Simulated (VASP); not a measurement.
The system is Mg.

```xyz
2
Lattice="0.0000 3.1150 3.1150 3.1150 0.0000 3.1150 3.1150 3.1150 0.0000" Properties=species:S:1:pos:R:3 pbc="T T T"
Mg    0.0000    0.0000    0.0000
Mg    1.5575    1.5575    1.5575
```

| Item | Value |
| --- | --- |
| Program | VASP 6.6.1 |
| Task | relaxation of cell and atoms |
| Functional | PBE |
| Potentials or basis | VASP PAW PBE potentials, release 64 (Mg) |
| Cutoff | 600 eV |
| k mesh | 6 × 6 × 6 |
| Occupations | gaussian, width 0.1 eV |
| Spin | no spin polarisation |

At the start: pressure 5.8 GPa; volume 30.23 Å³/atom.

Question: Where does the relaxation end?

Answer: Over 4 steps the energy falls by 153.9 meV/atom and the volume is 41.21 Å³/atom (+36.4 %); space group Fd-3m (No. 227, to 0.05 Å).

The path:
```tsv
step	energy change (eV)	largest force (eV/Å)	pressure (GPa)	volume (Å³)
1	0.0000	0.0000	5.81	60.45
2	-0.2361	0.0000	2.09	70.56
3	-0.2999	0.0000	0.59	78.54
4	-0.3077	0.0000	0.07	82.43
```

Final structure:
```
CELL_PARAMETERS angstrom
0.00000 3.45419 3.45419
3.45419 0.00000 3.45419
3.45419 3.45419 0.00000
ATOMIC_POSITIONS crystal
Mg 0.00000 0.00000 0.00000
Mg 0.25000 0.25000 0.25000
```

Caveat: the volume moved by over 15 % at a fixed basis, so the end points are rough.
